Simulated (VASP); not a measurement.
A run of VASP 6.6.1 is set up as follows.

Contents of INCAR:

```
PREC = Accurate ; ENCUT = 520
EDIFF = 1E-6 ; ISMEAR = -1
SIGMA = 0.05 ; LREAL = False
LASPH = True ; NELM = 100
ALGO = Normal ; ISIF = 2
LWAVE = False ; LCHARG = False
GGA = RE ; NBANDS = 12
```

KPOINTS

```
regular mesh
0
Gamma
  11 11 11
```

File POSCAR:

```
Nb
1.0
    0.0000000000      2.1150000000      2.1150000000
    2.1150000000      0.0000000000      2.1150000000
    2.1150000000      2.1150000000      0.0000000000
Nb
1
Direct
    0.0000000000      0.0000000000      0.0000000000
```

Potentials or basis: VASP PAW PBE potentials, release 64 (Nb_sv).

Command:

```sh
$ cat potpaw_PBE.64/Nb_sv/POTCAR > POTCAR
$ mpirun -np 1 vasp_std > vasp.out
```

(1) Estimate the pressure.

Answers

(1) -0.2 GPa.

Caveat: the PAW data sets were made with another functional, which shifts forces and pressure a little.
